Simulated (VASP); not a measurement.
# Pd in VASP: single point with PBEsol

Aim: the single point of Pd with PBEsol.

Everything below comes from runs of VASP 6.6.1. Logs are shortened: lines on timing, memory, paths and dates and some standing lists are left out, and cuts for length are marked.

## (1) The cell of the first run

The cell holds a slab with vacuum, 24 atoms: a = 5.501 Å, b = 8.252 Å, c = 18.835 Å, α = 90.00°, β = 90.00°, γ = 90.00°.

## (2) Single point, PBEsol

The input, INCAR:

```
ALGO = Normal
EDIFF = 1E-6
ENCUT = 520
GGA = PS
ISIF = 2
ISMEAR = -1
LASPH = T
LCHARG = F
LREAL = Auto
LWAVE = F
NBANDS = 138
NELM = 100
PREC = Accurate
SIGMA = 0.1
```

The input, KPOINTS:

```
k-points
0
Gamma
  2 2 1
```

The input, POSCAR:

```
Pd
1.0
    5.5012910000      0.0000000000      0.0000000000
    0.0000000000      8.2519360000      0.0000000000
    0.0000000000      0.0000000000     18.8350000000
Pd
24
Direct
    0.2499958646      0.1666639198      0.0530926467
    0.7500057714      0.1666639198      0.0530926467
    0.2499958646      0.5000038779      0.0530926467
    0.7500057714      0.5000038779      0.0530926467
    0.2499958646      0.8333317176      0.0530926467
    0.7500057714      0.8333317176      0.0530926467
    0.0588770890     -0.0100340090      0.1514520839
    0.5235861910     -0.0137179930      0.1482452880
   -0.0352462722      0.3236573817      0.1479904433
    0.4531481792      0.3095273642      0.1556464030
   -0.0133241452      0.6669707569      0.1493177595
    0.5101166254      0.6780105905      0.1613750995
    0.2917315227      0.1621558868      0.2633926201
    0.8051201073      0.1607743928      0.2464242102
    0.1197900638      0.5063054294      0.2606848951
    0.6440851793      0.4860435175      0.2609344306
    0.2747536896      0.8366036770      0.2544358906
    0.7830889149      0.7988428412      0.2566392355
    0.0308654823      0.0394937624      0.3722962570
    0.4996645333     -0.0118760010      0.3515795062
    0.6715151044      0.3158531525      0.3717016193
    1.1325886960      0.3194159528      0.3853729758
    0.1492558747      0.6482721146      0.3819325723
    0.6627898797      0.6762776638      0.3744305814
```

Potentials or basis: VASP PAW PBE potentials, release 64 (Pd).

Started as:

```bash
cat potpaw_PBE.64/Pd/POTCAR > POTCAR
mpirun -np 1 vasp_std > vasp.out
```

OUTCAR:

```text
EDIFF = 1E-6
   ENCUT = 520
   GGA = PS
   ISIF = 2
   ISMEAR = -1
   LASPH = T
   LREAL = Auto
   NELM = 100
   PREC = Accurate

 ion  position               nearest neighbor table
   1  0.250  0.167  0.053-  10 2.52   7 2.58   9 2.71   2 2.75   5 2.75   2 2.75   3 2.75   8 2.77

   2  0.750  0.167  0.053-   9 2.50   8 2.64   1 2.75   6 2.75   1 2.75   4 2.75  10 2.79   7 2.91

   3  0.250  0.500  0.053-  11 2.70  10 2.73   4 2.75   5 2.75   4 2.75   1 2.75   9 2.79  12 2.89

   4  0.750  0.500  0.053-   9 2.59  11 2.62   3 2.75   6 2.75   3 2.75   2 2.75  12 2.84  10 2.98

   5  0.250  0.833  0.053-   7 2.49   8 2.66  11 2.70   6 2.75   3 2.75   1 2.75   6 2.75  12 2.80

   6  0.750  0.833  0.053-   8 2.52  11 2.62  12 2.75   5 2.75   4 2.75   2 2.75   5 2.75   7 2.83

   7  0.059  0.990  0.151-   5 2.49   8 2.56   1 2.58  17 2.60  14 2.67  11 2.70   9 2.80   6 2.83
                            13 2.85   2 2.91   8 2.95  18 2.95  10 3.42
   8  0.524  0.986  0.148-   6 2.52  12 2.56   7 2.56   2 2.64   5 2.66  10 2.70  17 2.72   1 2.77
                            14 2.81  13 2.90  18 2.93   7 2.95
   9  0.965  0.324  0.148-  14 2.45   2 2.50   4 2.59  10 2.69   1 2.71  15 2.74   3 2.79   7 2.80
                            10 2.82  11 2.84  16 3.07  13 3.12
  10  0.453  0.310  0.156-   1 2.52  13 2.53  16 2.68   9 2.69   8 2.70   3 2.73   2 2.79   9 2.82
                            14 2.86   4 2.98  12 3.06  15 3.15   7 3.42
  11  0.987  0.667  0.149-  18 2.55  15 2.59   6 2.62   4 2.62  12 2.63   7 2.70   5 2.70   3 2.70
                             9 2.84  12 2.89  17 2.90  16 3.19
  12  0.510  0.678  0.161-  17 2.54  18 2.54   8 2.56  16 2.56  11 2.63   6 2.75   5 2.80   4 2.84
                            11 2.89   3 2.89  10 3.06  15 3.18
  13  0.292  0.162  0.263-  20 2.48  10 2.53  17 2.69  14 2.70  19 2.70  22 2.78  14 2.84   7 2.85
                             8 2.90  15 2.99   9 3.12  21 3.18  16 3.30
  14  0.805  0.161  0.246-   9 2.45   7 2.67  13 2.70  21 2.78   8 2.81  16 2.84  13 2.84  19 2.86
                            10 2.86  20 2.96  18 3.00  15 3.35  22 3.44
  15  0.120  0.506  0.261-  23 2.57  11 2.59  16 2.62   9 2.74  22 2.81  17 2.86  16 2.89  13 2.99
                            18 3.04  10 3.15  12 3.18  14 3.35
  16  0.644  0.486  0.261-  21 2.52  12 2.56  15 2.62  24 2.65  10 2.68  18 2.69  14 2.84  15 2.89
                             9 3.07  11 3.19  13 3.30
  17  0.275  0.837  0.254-  20 2.54  12 2.54   7 2.60  13 2.69   8 2.72  18 2.72  18 2.81  15 2.86
                            11 2.90  23 2.94  19 3.09  24 3.38
  18  0.783  0.799  0.257-  24 2.53  12 2.54  11 2.55  16 2.69  17 2.72  17 2.81  20 2.84   8 2.93
                             7 2.95  14 3.00  15 3.04  19 3.25  23 3.34
  19  0.031  0.039  0.372-  22 2.39  20 2.64  13 2.70  14 2.86  20 2.98  21 3.02  17 3.09  18 3.25
                            23 3.30
  20  0.500  0.988  0.352-  13 2.48  17 2.54  19 2.64  24 2.76  18 2.84  21 2.89  14 2.96  19 2.98

  21  0.672  0.316  0.372-  16 2.52  22 2.55  14 2.78  20 2.89  24 2.98  22 2.98  19 3.02  13 3.18

  22  0.133  0.319  0.385-  19 2.39  21 2.55  23 2.72  13 2.78  15 2.81  21 2.98  14 3.44
  23  0.149  0.648  0.382-  15 2.57  24 2.69  22 2.72  24 2.84  17 2.94  19 3.30  18 3.34
  24  0.663  0.676  0.374-  18 2.53  16 2.65  23 2.69  20 2.76  23 2.84  21 2.98  17 3.38

  LATTYP: Found a simple orthorhombic cell.
 ALAT       =     5.5012910000
 B/A-ratio  =     1.4999999091
 C/A-ratio  =     3.4237418090

  Lattice vectors:

 A1 = (   5.5012910000,   0.0000000000,   0.0000000000)
 A2 = (   0.0000000000,   8.2519360000,   0.0000000000)
 A3 = (   0.0000000000,   0.0000000000,  18.8350000000)

Analysis of symmetry for initial positions (statically):
=====================================================================
 Subroutine PRICEL returns:
 Original cell was already a primitive cell.

 Routine SETGRP: Setting up the symmetry group for a
 simple orthorhombic supercell.

 Subroutine GETGRP returns: Found  1 space group operations
 (whereof  1 operations were pure point group operations)
 out of a pool of  8 trial point group operations.

The static configuration has the point symmetry C_1 .

Analysis of symmetry for dynamics (positions and initial velocities):
=====================================================================
 Subroutine PRICEL returns:
 Original cell was already a primitive cell.

 Routine SETGRP: Setting up the symmetry group for a
 simple orthorhombic supercell.

 Subroutine GETGRP returns: Found  1 space group operations
 (whereof  1 operations were pure point group operations)
 out of a pool of  8 trial point group operations.

The dynamic configuration has the point symmetry C_1 .

 Subroutine INISYM returns: Found  1 space group operations
 (whereof  1 operations are pure point group operations),
 and found     1 'primitive' translations

----------------------------------------------------------------------------------------

                                     Primitive cell

  volume of cell :     855.0393

  direct lattice vectors                    reciprocal lattice vectors
     5.501291000  0.000000000  0.000000000     0.181775514  0.000000000  0.000000000
     0.000000000  8.251936000  0.000000000     0.000000000  0.121183683  0.000000000
     0.000000000  0.000000000 18.835000000     0.000000000  0.000000000  0.053092647

  length of vectors
     5.501291000  8.251936000 18.835000000     0.181775514  0.121183683  0.053092647

  position of ions in fractional coordinates (direct lattice)
     0.249995865  0.166663920  0.053092647
     0.750005771  0.166663920  0.053092647
     0.249995865  0.500003878  0.053092647
     0.750005771  0.500003878  0.053092647
     0.249995865  0.833331718  0.053092647
     0.750005771  0.833331718  0.053092647
[... 16 lines left out ...]
     0.149255875  0.648272115  0.381932572
     0.662789880  0.676277664  0.374430581

  ion indices of the primitive-cell ions
   primitive index   ion index
                 1           1
                 2           2
                 3           3
                 4           4
                 5           5
                 6           6
[... 16 lines left out ...]
                23          23
                24          24

----------------------------------------------------------------------------------------

 KPOINTS: k-points

Automatic generation of k-mesh.
 Grid dimensions read from file:
 generate k-points for:    2    2    1

 Generating k-lattice:

  Cartesian coordinates                     Fractional coordinates (reciprocal lattice)
     0.090887757  0.000000000  0.000000000     0.500000000  0.000000000  0.000000000
     0.000000000  0.060591842  0.000000000     0.000000000  0.500000000  0.000000000
     0.000000000  0.000000000  0.053092647     0.000000000  0.000000000  1.000000000

  Length of vectors
     0.090887757  0.060591842  0.053092647

  Shift w.r.t. Gamma in fractional coordinates (k-lattice)
     0.000000000  0.000000000  0.000000000

 Subroutine IBZKPT returns following result:
 ===========================================

 Found      4 irreducible k-points:

 Following reciprocal coordinates:
            Coordinates               Weight
  0.000000  0.000000  0.000000      1.000000
  0.500000  0.000000  0.000000      1.000000
  0.000000  0.500000  0.000000      1.000000
  0.500000  0.500000  0.000000      1.000000
   k-points           NKPTS =      4   k-points in BZ     NKDIM =      4   number of bands    NBANDS=    138
   number of dos      NEDOS =    301   number of ions     NIONS =     24
   total plane-waves  NPLWV = 376320
   dimension x,y,z NGX =    42 NGY =   64 NGZ =  140
   dimension x,y,z NGXF=    84 NGYF=  128 NGZF=  280
   ions per type =              24
   NGX,Y,Z   is equivalent  to a cutoff of  12.69, 12.89, 12.36 a.u.
   NGXF,Y,Z  is equivalent  to a cutoff of  25.38, 25.79, 24.71 a.u.
 SYSTEM =  unknown system
   PREC   = accura    normal or accurate (medium, high low for compatibility)
   ISTART =      0    job   : 0-new  1-cont  2-samecut
   ICHARG =      2    charge: 1-file 2-atom 10-const
   ISPIN  =      1    spin polarized calculation?
   LNONCOLLINEAR =      F non collinear calculations
   LSORBIT =      F    spin-orbit coupling
   LASPH  =      T    aspherical Exc in radial PAW
   ENCUT  =  520.0 eV  38.22 Ry    6.18 a.u.  10.23 15.34 35.02*2*pi/ulx,y,z
   NELM   =    100;   NELMIN=  2; NELMDL= -5     # of ELM steps
   EDIFF  = 0.1E-05   stopping-criterion for ELM
   LREAL  =      T    real-space projection
   EDIFFG = 0.1E-04   stopping-criterion for IOM
   NSW    =      0    number of steps for IOM
   IBRION =     -1    ionic relax: 0-MD 1-quasi-New 2-CG
   NFREE  =      0    steps in history (QN), initial steepest desc. (CG)
   ISIF   =      2    stress and relaxation
   ISYM   =      2    0-nonsym 1-usesym 2-fastsym
   POTIM  = 0.5000    time-step for ionic-motion
   TEBEG  =    0.0;   TEEND  =   0.0 temperature during run
   PSTRESS=    0.0 pullay stress
   NELECT =     240.0000    total number of electrons
   NUPDOWN=      -1.0000    fix difference up-down
   EMIN   =  10.00;   EMAX   =-10.00  energy-range for DOS
   EFERMI =   0.00;   METHOD = LEGACY
   ISMEAR =    -1;   SIGMA  =   0.10  broadening in eV -4-tet -1-fermi 0-gaus
   EFERMI_NEDOS =   21; number of points for ismear=-14 and -15
   IALGO  =     38    algorithm
   IMIX   =      4    mixing-type and parameters
     AMIX     =   0.40;   BMIX     =  1.00
     AMIX_MAG =   1.60;   BMIX_MAG =  1.00
  volume/ion in A,a.u.               =      35.63       240.42
  Fermi-wavevector in a.u.,A,eV,Ry     =   1.071889  2.025577 15.632365  1.148946
  Thomas-Fermi vector in A             =   2.207643
   LORBIT       =      0    0 simple, 1 ext, 2 COOP (PROOUT), +10 PAW based schemes
   GGA     = PS    functional components
   LHFCALC =     F    Hartree Fock is set to
   AEXX    =    0.0000 exact exchange contribution
   IVDW    =     0    specifies the selected vdW correction
   LEPSILON=     F    determine dielectric tensor
   LRPA    =     F    only Hartree local field effects (RPA)
 non-spin polarized calculation
  energy-cutoff  :      520.00
  volume of cell :      855.04
 maximum number of plane-waves:     23069
 NGX is ok and might be reduce to    42
   NGX = 21   NGY = 31   NGZ = 71

 number of electron     240.0000002 magnetization

 Free energy of the ion-electron system (eV)
  ---------------------------------------------------
  ext. energy  EPLUGINS =         0.00000000
  ---------------------------------------------------
  free energy    TOTEN  =      -129.36469256 eV

  energy without entropy =     -127.87817981  energy(sigma->0) =     -128.62143619

 E-fermi :   1.0066     XC(G=0):  -6.5390

 val. band max:        0.9938887238   @ k =   0.5000   0.5000   0.0000
 cond. band min:       1.0195991515   @ k =   0.0000   0.0000   0.0000
 fundamental gap:      0.0257104277
 Fermi energy:         1.0065570186

 k-point     1 :       0.0000    0.0000    0.0000
  band No.  band energies     occupation
      1      -5.5541      2.00000
      2      -4.2659      2.00000
      3      -4.1216      2.00000
      4      -4.0604      2.00000
      5      -4.0270      2.00000
      6      -3.9928      2.00000
[... 124 lines left out ...]
    131       2.7939      0.00000
    132       3.0971      0.00000

 k-point     2 :       0.5000    0.0000    0.0000
  band No.  band energies     occupation
      1      -4.4645      2.00000
      2      -4.4030      2.00000
      3      -3.7545      2.00000
      4      -3.7407      2.00000
      5      -3.6631      2.00000
      6      -3.6497      2.00000
[... 124 lines left out ...]
    131       2.3409      0.00000
    132       2.4420      0.00000

 k-point     3 :       0.0000    0.5000    0.0000
  band No.  band energies     occupation
      1      -5.0731      2.00000
      2      -4.8534      2.00000
      3      -4.2195      2.00000
      4      -4.0568      2.00000
      5      -4.0224      2.00000
      6      -3.9154      2.00000
[... 124 lines left out ...]
    131       3.1323      0.00000
    132       3.2586      0.00000

 k-point     4 :       0.5000    0.5000    0.0000
  band No.  band energies     occupation
      1      -4.1379      2.00000
      2      -4.0187      2.00000
      3      -3.9244      2.00000
      4      -3.8792      2.00000
      5      -3.6942      2.00000
      6      -3.6654      2.00000
[... 124 lines left out ...]
    131       2.6094      0.00000
    132       2.6641      0.00000
 [bands above 132 left out]

------------------------ aborting loop because EDIFF is reached ----------------------------------------

  FORCE on cell =-STRESS in cart. coord.  units (eV):
  Direction    XX          YY          ZZ          XY          YZ          ZX
  --------------------------------------------------------------------------------------
  -------------------------------------------------------------------------------------
  Total      -22.5901081    -12.4722194      7.1378180      1.1852980     -0.8155356     -0.0815589
  in kB      -42.3294668    -23.3705122     13.3748820      2.2210179     -1.5281549     -0.1528256
  external PRESSURE =     -17.4416990 kB  Pullay stress =       0.0000000 kB

 VOLUME and BASIS-vectors are now :
 -----------------------------------------------------------------------------
  energy-cutoff  :      520.00
  volume of cell :      855.04
      direct lattice vectors                 reciprocal lattice vectors
     5.501291000  0.000000000  0.000000000     0.181775514  0.000000000  0.000000000
     0.000000000  8.251936000  0.000000000     0.000000000  0.121183683  0.000000000
     0.000000000  0.000000000 18.835000000     0.000000000  0.000000000  0.053092647

 POSITION                                       TOTAL-FORCE (eV/Angst)
 -----------------------------------------------------------------------------------
      1.37530      1.37530      1.00000        -0.037805     -0.091908     -1.097340
      4.12600      1.37530      1.00000        -0.185080     -0.372446     -0.636390
      1.37530      4.12600      1.00000         0.176949      0.027026      0.361120
      4.12600      4.12600      1.00000        -0.703966      0.056411     -0.136590
      1.37530      6.87660      1.00000         0.469563     -0.663078     -0.988412
      4.12600      6.87660      1.00000         0.361612     -0.191230     -0.863190
[... 16 lines left out ...]
      0.82110      5.34950      7.19370         0.270454      0.550015     -0.660518
      3.64620      5.58060      7.05240        -0.347908     -0.629854      0.274172
 -----------------------------------------------------------------------------------
    total drift:                               -0.000770     -0.005456     -0.009496

  FREE ENERGIE OF THE ION-ELECTRON SYSTEM (eV)
  ---------------------------------------------------
  free  energy   TOTEN  =      -129.3646925643 eV

  energy  without entropy=     -127.8781798105  energy(sigma->0) =     -128.62143619
```

It took 52 min on 1 thread of Intel Xeon 8259CL, shared host; peak memory 0.89 GiB.

What came out:

```yaml
Free_energy: -129.3647 eV
Largest_force: 2.758 eV/Å
Band_gap_on_the_k_mesh: zero (bands 120 and 121 overlap by 0.11 eV)
```

Forces in eV/Å, atoms in the order of the input:
```
Pd  -0.038 -0.092 -1.097
Pd  -0.185 -0.372 -0.636
Pd   0.177  0.027  0.361
Pd  -0.704  0.056 -0.137
Pd   0.470 -0.663 -0.988
Pd   0.362 -0.191 -0.863
Pd  -2.032  0.598  0.658
Pd   0.926  1.155  1.198
Pd   0.769  1.221  0.520
Pd   0.974  1.487  0.058
Pd   0.991 -0.463  0.150
Pd  -1.098 -1.880 -1.693
Pd  -0.561  0.941 -0.238
Pd  -0.888 -0.725  1.712
Pd   0.813 -0.803  0.180
Pd  -0.521 -0.264 -0.145
Pd  -0.694 -0.931  1.160
Pd   0.487  1.739  0.788
Pd  -1.185 -2.013 -0.911
Pd   1.512 -0.181  1.114
Pd  -0.778 -0.446  0.099
Pd   1.281  1.881 -0.903
Pd   0.270  0.550 -0.661
Pd  -0.348 -0.630  0.274
```

Caveat: the k points lie up to 0.57 Å⁻¹ apart; there is no dipole correction, which matters where the two faces differ; the PAW data sets were made with another functional, which shifts forces and pressure a little.

The gap in the log of VASP goes by the Fermi energy; the results here count the filled bands.